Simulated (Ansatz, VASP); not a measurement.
## One calculation of WS2, two programs

```
CELL_PARAMETERS angstrom
2.95967 0.00000 0.00000
0.00000 2.95967 0.00000
0.00000 0.00000 6.95808
ATOMIC_POSITIONS crystal
W 0.00000 0.00000 0.00000
S 0.50000 0.50000 0.20923
S 0.50000 0.50000 0.79077
```

Change from the starting cell: species swapped into the Ga2Cu type (P4/mmm, No. 123).

Alike in both runs: task relaxation of cell and atoms; functional PBE; k mesh 16 × 16 × 8; occupations gaussian, width 0.1 eV; no spin polarisation.

```csv
,VASP,Ansatz
version,VASP 6.6.1,Ansatz 0.2.0
potentials or method,"VASP PAW PBE potentials, release 64 (W_sv, S), cutoff 600 eV","scalar-relativistic, plane waves, PAW"
valence electrons in the cell,26,26
```

```tsv
	VASP	Ansatz	Ansatz less VASP
gap on the k mesh at the Fermi level, each at its own relaxed structure (eV)	none	none	-
relaxed volume (Å³/atom)	20.78	21.19	+0.408
relaxed cell length with the largest relative difference (Å)	7.098	7.241	+0.1434
```

A gap of «none» marks a metal or a gap that the smearing closes.

Neither program's run includes spin-orbit coupling.
